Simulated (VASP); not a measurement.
# HfSb3Pb2 (P-3m1) in VASP: single point with PBE

Aim: the single point of HfSb3Pb2 with PBE.

Everything below comes from runs of VASP 6.6.1. Logs are shortened: lines on timing, memory, paths and dates and some standing lists are left out, and cuts for length are marked.

**1. The cell of the first run**

The structure is trigonal, space group P-3m1 (No. 164). Conventional cell: a = 4.299 Å, b = 4.299 Å, c = 11.580 Å, α = 90.00°, β = 90.00°, γ = 120.00°. Hf (site symmetry -3m) has 6 Sb at 2.96 Å within 3.9 Å. Within 4.1 Å of Sb (site symmetry -3m) lie 6 Pb at 3.14 Å. Within 3.9 Å of Sb (site symmetry 3m) lie 3 Hf at 2.96 Å and 3 Pb at 3.36 Å. Pb (site symmetry 3m) has 6 Sb at 3.14 to 3.36 Å within 4.1 Å.

**2. Single point, PBE**

Input file INCAR:

```
ALGO     = Normal         # electronic algorithm
EDIFF    = 1E-7           # SCF threshold, eV
ENCUT    = 520            # plane-wave cutoff, eV
GGA      = PE             # functional
ISIF     = 2              # what is computed and relaxed
ISMEAR   = 0              # smearing method
LASPH    = True           # aspherical terms in the spheres
LCHARG   = True           # write CHGCAR
LELF     = True           # ELF
LREAL    = False          # projectors in reciprocal space
LVHAR    = True         
LWAVE    = False          # write WAVECAR
NBANDS   = 36             # bands
NELM     = 60             # most SCF steps
PREC     = Accurate       # precision mode
SIGMA    = 0.1            # smearing width, eV
```

Input file KPOINTS:

```
k-points
0
Gamma
  6 6 2
```

Input file POSCAR:

```
HfSb3Pb2
1.0
    4.2985489915      0.0000000000      0.0000000000
   -2.1492744958      3.7226526261      0.0000000000
    0.0000000000      0.0000000000     11.5802727130
Hf Sb Pb
1 3 2
Direct
    0.0000000000      0.0000000000      0.0000000000
    0.0000000000      0.0000000000      0.5000000000
    0.3333333333      0.6666666667      0.1385509929
    0.6666666667      0.3333333333      0.8614490071
    0.3333333333      0.6666666667      0.6659813178
    0.6666666667      0.3333333333      0.3340186822
```

Potentials or basis: VASP PAW PBE potentials, release 64 (Hf_pv, Sb, Pb_d).

Run with:

```sh
cat potpaw_PBE.64/Hf_pv/POTCAR potpaw_PBE.64/Sb/POTCAR potpaw_PBE.64/Pb_d/POTCAR > POTCAR
mpirun -np 1 vasp_std > vasp.out
```

OUTCAR:

```text
EDIFF = 1E-7
   ENCUT = 520
   GGA = PE
   ISIF = 2
   ISMEAR = 0
   LASPH = True
   LREAL = False
   NELM = 60
   PREC = Accurate

 ion  position               nearest neighbor table
   1  0.000  0.000  0.000-   3 2.96   4 2.96   4 2.96   3 2.96   4 2.96   3 2.96
   2  0.000  0.000  0.500-   6 3.14   5 3.14   6 3.14   5 3.14   6 3.14   5 3.14
   3  0.333  0.667  0.139-   1 2.96   1 2.96   1 2.96   6 3.36   6 3.36   6 3.36
   4  0.667  0.333  0.861-   1 2.96   1 2.96   1 2.96   5 3.36   5 3.36   5 3.36
   5  0.333  0.667  0.666-   2 3.14   2 3.14   2 3.14   4 3.36   4 3.36   4 3.36
   6  0.667  0.333  0.334-   2 3.14   2 3.14   2 3.14   3 3.36   3 3.36   3 3.36

  LATTYP: Found a hexagonal cell.
 ALAT       =     4.2985489915
 C/A-ratio  =     2.6939957497

  Lattice vectors:

 A1 = (   4.2985489915,   0.0000000000,   0.0000000000)
 A2 = (  -2.1492744958,   3.7226526261,   0.0000000000)
 A3 = (   0.0000000000,   0.0000000000,  11.5802727130)

Analysis of symmetry for initial positions (statically):
=====================================================================
 Subroutine PRICEL returns:
 Original cell was already a primitive cell.

 Routine SETGRP: Setting up the symmetry group for a
 hexagonal supercell.

 Subroutine GETGRP returns: Found 12 space group operations
 (whereof 12 operations were pure point group operations)
 out of a pool of 24 trial point group operations.

The static configuration has the point symmetry D_3d.

Analysis of symmetry for dynamics (positions and initial velocities):
=====================================================================
 Subroutine PRICEL returns:
 Original cell was already a primitive cell.

 Routine SETGRP: Setting up the symmetry group for a
 hexagonal supercell.

 Subroutine GETGRP returns: Found 12 space group operations
 (whereof 12 operations were pure point group operations)
 out of a pool of 24 trial point group operations.

The dynamic configuration has the point symmetry D_3d.

 Subroutine INISYM returns: Found 12 space group operations
 (whereof 12 operations are pure point group operations),
 and found     1 'primitive' translations

----------------------------------------------------------------------------------------

                                     Primitive cell

  volume of cell :     185.3076

  direct lattice vectors                    reciprocal lattice vectors
     4.298548991  0.000000000  0.000000000     0.232636641  0.134312827  0.000000000
    -2.149274496  3.722652626  0.000000000     0.000000000  0.268625655  0.000000000
     0.000000000  0.000000000 11.580272713     0.000000000  0.000000000  0.086353752

  length of vectors
     4.298548991  4.298548992 11.580272713     0.268625655  0.268625655  0.086353752

  position of ions in fractional coordinates (direct lattice)
     0.000000000  0.000000000  0.000000000
     0.000000000  0.000000000  0.500000000
     0.333333333  0.666666667  0.138550993
     0.666666667  0.333333333  0.861449007
     0.333333333  0.666666667  0.665981318
     0.666666667  0.333333333  0.334018682

  ion indices of the primitive-cell ions
   primitive index   ion index
                 1           1
                 2           2
                 3           3
                 4           4
                 5           5
                 6           6

----------------------------------------------------------------------------------------

 KPOINTS: k-points

Automatic generation of k-mesh.
 Grid dimensions read from file:
 generate k-points for:    6    6    2

 Generating k-lattice:

  Cartesian coordinates                     Fractional coordinates (reciprocal lattice)
     0.038772774  0.022385471  0.000000000     0.166666667 -0.000000000  0.000000000
     0.000000000  0.044770942  0.000000000     0.000000000  0.166666667  0.000000000
     0.000000000  0.000000000  0.043176876     0.000000000  0.000000000  0.500000000

  Length of vectors
     0.044770942  0.044770942  0.043176876

  Shift w.r.t. Gamma in fractional coordinates (k-lattice)
     0.000000000  0.000000000  0.000000000

 Subroutine IBZKPT returns following result:
 ===========================================

 Found     14 irreducible k-points:

 Following reciprocal coordinates:
            Coordinates               Weight
  0.000000  0.000000  0.000000      1.000000
  0.166667 -0.000000  0.000000      6.000000
  0.333333 -0.000000  0.000000      6.000000
  0.500000 -0.000000  0.000000      3.000000
  0.166667  0.166667  0.000000      6.000000
  0.333333  0.166667  0.000000     12.000000
  0.333333  0.333333  0.000000      2.000000
  0.000000  0.000000  0.500000      1.000000
  0.166667 -0.000000  0.500000      6.000000
  0.333333 -0.000000  0.500000      6.000000
  0.500000 -0.000000  0.500000      3.000000
  0.166667  0.166667  0.500000      6.000000
  0.333333  0.166667  0.500000     12.000000
  0.333333  0.333333  0.500000      2.000000
   k-points           NKPTS =     14   k-points in BZ     NKDIM =     14   number of bands    NBANDS=     36
   number of dos      NEDOS =    301   number of ions     NIONS =      6
   total plane-waves  NPLWV =  92160
   dimension x,y,z NGX =    32 NGY =   32 NGZ =   90
   dimension x,y,z NGXF=    64 NGYF=   64 NGZF=  180
   ions per type =               1   3   2
   NGX,Y,Z   is equivalent  to a cutoff of  12.38, 12.38, 12.92 a.u.
   NGXF,Y,Z  is equivalent  to a cutoff of  24.75, 24.75, 25.84 a.u.
 SYSTEM =  unknown system
   PREC   = accura    normal or accurate (medium, high low for compatibility)
   ISTART =      0    job   : 0-new  1-cont  2-samecut
   ICHARG =      2    charge: 1-file 2-atom 10-const
   ISPIN  =      1    spin polarized calculation?
   LNONCOLLINEAR =      F non collinear calculations
   LSORBIT =      F    spin-orbit coupling
   LASPH  =      T    aspherical Exc in radial PAW
   ENCUT  =  520.0 eV  38.22 Ry    6.18 a.u.   7.99  7.99 21.53*2*pi/ulx,y,z
   NELM   =     60;   NELMIN=  2; NELMDL= -5     # of ELM steps
   EDIFF  = 0.1E-06   stopping-criterion for ELM
   LREAL  =      F    real-space projection
   EDIFFG = 0.1E-05   stopping-criterion for IOM
   NSW    =      0    number of steps for IOM
   IBRION =     -1    ionic relax: 0-MD 1-quasi-New 2-CG
   NFREE  =      0    steps in history (QN), initial steepest desc. (CG)
   ISIF   =      2    stress and relaxation
   ISYM   =      2    0-nonsym 1-usesym 2-fastsym
   POTIM  = 0.5000    time-step for ionic-motion
   TEBEG  =    0.0;   TEEND  =   0.0 temperature during run
   PSTRESS=    0.0 pullay stress
   NELECT =      53.0000    total number of electrons
   NUPDOWN=      -1.0000    fix difference up-down
   EMIN   =  10.00;   EMAX   =-10.00  energy-range for DOS
   EFERMI =   0.00;   METHOD = LEGACY
   ISMEAR =     0;   SIGMA  =   0.10  broadening in eV -4-tet -1-fermi 0-gaus
   EFERMI_NEDOS =   21; number of points for ismear=-14 and -15
   IALGO  =     38    algorithm
   IMIX   =      4    mixing-type and parameters
     AMIX     =   0.40;   BMIX     =  1.00
     AMIX_MAG =   1.60;   BMIX_MAG =  1.00
  volume/ion in A,a.u.               =      30.88       208.42
  Fermi-wavevector in a.u.,A,eV,Ry     =   1.078621  2.038299 15.829348  1.163424
  Thomas-Fermi vector in A             =   2.214565
   LORBIT       =      0    0 simple, 1 ext, 2 COOP (PROOUT), +10 PAW based schemes
   GGA     = PE    functional components
   LHFCALC =     F    Hartree Fock is set to
   AEXX    =    0.0000 exact exchange contribution
   IVDW    =     0    specifies the selected vdW correction
   LEPSILON=     F    determine dielectric tensor
   LRPA    =     F    only Hartree local field effects (RPA)
 non-spin polarized calculation
 Gauss-broadening in eV      SIGMA  =   0.10
  energy-cutoff  :      520.00
  volume of cell :      185.31
 maximum number of plane-waves:      5040
 NGX is ok and might be reduce to    32
   NGX = 15   NGY = 15   NGZ = 43

 number of electron      53.0000007 magnetization

 Free energy of the ion-electron system (eV)
  ---------------------------------------------------
  ext. energy  EPLUGINS =         0.00000000
  ---------------------------------------------------
  free energy    TOTEN  =       -29.97711522 eV

  energy without entropy =      -29.96883754  energy(sigma->0) =      -29.97297638

 E-fermi :   5.9262     XC(G=0):  -9.6574

 val. band max:        5.7856737417   @ k =   0.3333  -0.0000   0.5000
 cond. band min:       5.9896909836   @ k =   0.0000   0.0000   0.0000
 fundamental gap:      0.2040172419
 Fermi energy:         5.9261763847

 k-point     1 :       0.0000    0.0000    0.0000
  band No.  band energies     occupation
      1     -25.6406      2.00000
      2     -25.6406      2.00000
      3     -25.6378      2.00000
      4     -10.9784      2.00000
      5     -10.9784      2.00000
      6     -10.9692      2.00000
[... 28 lines left out ...]
     35       9.5847      0.00000
     36       9.5847      0.00000

 k-point     2 :       0.1667   -0.0000    0.0000
  band No.  band energies     occupation
      1     -25.6475      2.00000
      2     -25.6422      2.00000
      3     -25.6364      2.00000
      4     -10.9866      2.00000
      5     -10.9746      2.00000
      6     -10.9723      2.00000
[... 28 lines left out ...]
     35       9.5225      0.00000
     36      10.4317      0.00000

 k-point     3 :       0.3333   -0.0000    0.0000
  band No.  band energies     occupation
      1     -25.6613      2.00000
      2     -25.6453      2.00000
      3     -25.6335      2.00000
      4     -11.0055      2.00000
      5     -10.9872      2.00000
      6     -10.9681      2.00000
[... 28 lines left out ...]
     35      10.0365      0.00000
     36      10.1011      0.00000
[... 352 lines left out ...]
 k-point    13 :       0.3333    0.1667    0.5000
  band No.  band energies     occupation
      1     -25.6645      2.00000
      2     -25.6505      2.00000
      3     -25.6321      2.00000
      4     -11.0079      2.00000
      5     -10.9866      2.00000
      6     -10.9720      2.00000
[... 28 lines left out ...]
     35      10.2933      0.00000
     36      10.4061      0.00000

 k-point    14 :       0.3333    0.3333    0.5000
  band No.  band energies     occupation
      1     -25.6596      2.00000
      2     -25.6596      2.00000
      3     -25.6314      2.00000
      4     -11.0043      2.00000
      5     -10.9774      2.00000
      6     -10.9774      2.00000
[... 28 lines left out ...]
     35       9.7354      0.00000
     36       9.7354      0.00000

------------------------ aborting loop because EDIFF is reached ----------------------------------------

  FORCE on cell =-STRESS in cart. coord.  units (eV):
  Direction    XX          YY          ZZ          XY          YZ          ZX
  --------------------------------------------------------------------------------------
  -------------------------------------------------------------------------------------
  Total       -0.5150213     -0.5150213     -0.1014344      0.0000000      0.0000000      0.0000000
  in kB       -4.4528967     -4.4528967     -0.8770062      0.0000000      0.0000000      0.0000000
  external PRESSURE =      -3.2609332 kB  Pullay stress =       0.0000000 kB

 VOLUME and BASIS-vectors are now :
 -----------------------------------------------------------------------------
  energy-cutoff  :      520.00
  volume of cell :      185.31
      direct lattice vectors                 reciprocal lattice vectors
     4.298548991  0.000000000  0.000000000     0.232636641  0.134312827  0.000000000
    -2.149274496  3.722652626  0.000000000     0.000000000  0.268625655  0.000000000
     0.000000000  0.000000000 11.580272713     0.000000000  0.000000000  0.086353752

 POSITION                                       TOTAL-FORCE (eV/Angst)
 -----------------------------------------------------------------------------------
      0.00000      0.00000      0.00000         0.000000      0.000000      0.000000
      0.00000      0.00000      5.79014         0.000000      0.000000      0.000000
     -0.00000      2.48177      1.60446         0.000000      0.000000     -0.047567
      2.14927      1.24088      9.97581         0.000000      0.000000      0.047567
     -0.00000      2.48177      7.71225        -0.000000      0.000000      0.020982
      2.14927      1.24088      3.86803         0.000000     -0.000000     -0.020982
 -----------------------------------------------------------------------------------
    total drift:                               -0.000000      0.000000     -0.000000

  FREE ENERGIE OF THE ION-ELECTRON SYSTEM (eV)
  ---------------------------------------------------
  free  energy   TOTEN  =       -29.9771152240 eV

  energy  without entropy=      -29.9688375378  energy(sigma->0) =      -29.97297638
```

Wall time 78 s (1 thread of Intel Xeon Platinum 8375C at 2.90GHz (Ice Lake), shared host); peak memory 0.34 GiB.

Results:

- Free energy: -29.9771 eV
- Pressure: -0.3 GPa
- Largest force: 0.048 eV/Å

Forces on the atoms (eV/Å):
```
Hf   0.000  0.000  0.000
Sb   0.000  0.000  0.000
Sb   0.000  0.000 -0.048
Sb   0.000  0.000  0.048
Pb   0.000  0.000  0.021
Pb   0.000  0.000 -0.021
```

Stress tensor (GPa, compression positive):
```
-0.45  0.00  0.00
 0.00 -0.45  0.00
 0.00  0.00 -0.09
```

Caveat: spin-orbit coupling is left out, which moves the levels of the heavy elements.
